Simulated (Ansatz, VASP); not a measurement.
**Sn in VASP and in Ansatz**

Contents of INCAR:

```
SYSTEM = Sn
  PREC = Accurate
  ENCUT = 520
  EDIFF = 1E-6
  ISMEAR = -1
  SIGMA = 0.1
  LREAL = .FALSE.
  LASPH = .TRUE.
  NELM = 60
  ALGO = Normal
  ISIF = 2
  LWAVE = .FALSE.
  LCHARG = .FALSE.
  NBANDS = 21
```

Contents of KPOINTS:

```
regular mesh
0
G
  12 12 7
  0 0 0
```

Contents of POSCAR:

```
Sn
1.0
    3.3718412846      0.0000000000      0.0000000000
   -1.6859206423      2.9201002100      0.0000000000
    0.0000000000      0.0000000000      5.6103584613
Sn
2
Direct
    0.3333333333      0.6666666667      0.2500000000
    0.6666666667      0.3333333333      0.7500000000
```

Input for Ansatz:

```yaml
crystal:
  lattice:
    - [3.3718412846, 0.0, 0.0]
    - [-1.6859206423, 2.92010021, 0.0]
    - [0.0, 0.0, 5.6103584613]
  atoms:
    - { symbol: Sn, position: [0.3333333333, 0.6666666667, 0.25] }
    - { symbol: Sn, position: [0.6666666667, 0.3333333333, 0.75] }
hamiltonian:
  xc: lda
  pseudopotentials:
    kind: paw
    azcp:
      Sn: "pseudopotentials/Sn.paw.azcp"
basis:
  ecutwfc: 420
  fft_grid_basis: typed
kpoints:
  mp_grid: { grid: [12, 12, 7], shift: [0, 0, 0] }
magnetization:
  spin_polarized: false
scf:
  occupations: { method: fermi_dirac, width: 0.1 }
  lower_state_search: "off"
output:
  stress: true
```

Alike in both runs: task single point; functional LDA; k mesh 12 × 12 × 7; occupations fermi-dirac, width 0.1 eV; no spin polarisation.

```csv
,VASP,Ansatz
version,VASP 6.6.1,Ansatz 0.2.0
potentials or method,"VASP PAW LDA potentials, release 64 (Sn_d), cutoff 520 eV","plane waves (420 eV) with PAW, scalar-relativistic"
valence electrons in the cell,28,28
```

Ansatz gave:

```
pressure (GPa)                                                : -3.7
traceless stress, the component that is largest in VASP (GPa) : -0.63
```

**Question.** Estimate VASP's values.

**Answer.** Pressure (GPa): -3.8; traceless stress, the component that is largest in VASP (GPa): -0.64.

Ansatz warns that its potentials were made for another functional, while VASP's fit it. LDA's correlation is that of Perdew and Zunger in VASP and of Perdew and Wang (1992) in Ansatz.
